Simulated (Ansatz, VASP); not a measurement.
SrO: VASP beside Ansatz

```xyz
2
Lattice="0.0000 2.5698 2.6083 2.5698 0.0000 2.6083 2.5698 2.5698 0.0000" Properties=species:S:1:pos:R:3 pbc="T T T"
Sr    0.0000    0.0000    0.0000
O     2.5698    2.5698    2.6083
```

Change from the starting cell: strain +0.000 along x and y, +0.015 along z, atoms carried along.

Alike in both runs: task single point; functional PBE; k mesh 8 × 8 × 8; occupations gaussian, width 0.05 eV; no spin polarisation.

|  | VASP | Ansatz |
| --- | --- | --- |
| version | VASP 6.6.1 | Ansatz 0.2.0 |
| potentials or method | VASP PAW PBE potentials, release 64 (Sr_sv, O), cutoff 520 eV | scalar-relativistic, plane waves, PAW |
| valence electrons in the cell | 16 | 16 |

Ansatz gave:

```
gap on the k mesh at the Fermi level (eV)                     : 3.29
least direct gap on the mesh (eV)                             : 3.37
pressure (GPa)                                                : 1.6
traceless stress, the component that is largest in VASP (GPa) : -1.21
```

Which values does VASP return?

gap on the k mesh at the Fermi level (eV): 3.24; least direct gap on the mesh (eV): 3.33; pressure (GPa): 2.1; traceless stress, the component that is largest in VASP (GPa): -1.28.

The functional is the same, so the differences come from potentials, cutoffs and numerics.
